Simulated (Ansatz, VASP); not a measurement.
## MgS in VASP and in Ansatz

```
Mg S
1.0
     3.87200    0.00000    0.00000
    -1.93600    3.35325    0.00000
     0.00000    0.00000   12.64583
Mg S
4 4
Direct
  0.00000 0.00000 0.09375
  0.00000 0.00000 0.59375
  0.33333 0.66667 0.34375
  0.66667 0.33333 0.84375
  0.00000 0.00000 0.40625
  0.00000 0.00000 0.90625
  0.33333 0.66667 0.15625
  0.66667 0.33333 0.65625
```

Alike in both runs: task single point; functional PBE; k mesh 6 × 6 × 2; occupations gaussian, width 0.1 eV; no spin polarisation.

```csv
,VASP,Ansatz
version,VASP 6.6.1,Ansatz 0.2.0
potentials or method,"VASP PAW PBE potentials, release 64 (Mg, S), cutoff 520 eV","scalar-relativistic, plane waves, PAW"
valence electrons in the cell,32,64
```

|  | VASP | Ansatz | Ansatz less VASP |
| --- | --- | --- | --- |
| gap on the k mesh at the Fermi level (eV) | 4.01 | 4.02 | +0.005 |
| least direct gap on the mesh (eV) | 4.01 | 4.02 | +0.005 |
| pressure (GPa) | 8.2 | 8.4 | +0.13 |
| traceless stress, the component that is largest in VASP (GPa) | -0.20 | -0.20 | -0.001 |
| rms of the force components (eV/Å) | 0.029 | 0.028 | -0.0001 |

Atom by atom the forces differ by 0.000 eV/Å (rms over components). VASP's potentials hold 32 valence electrons a cell and Ansatz's 64, so a difference there can come from the potentials and not from the codes.
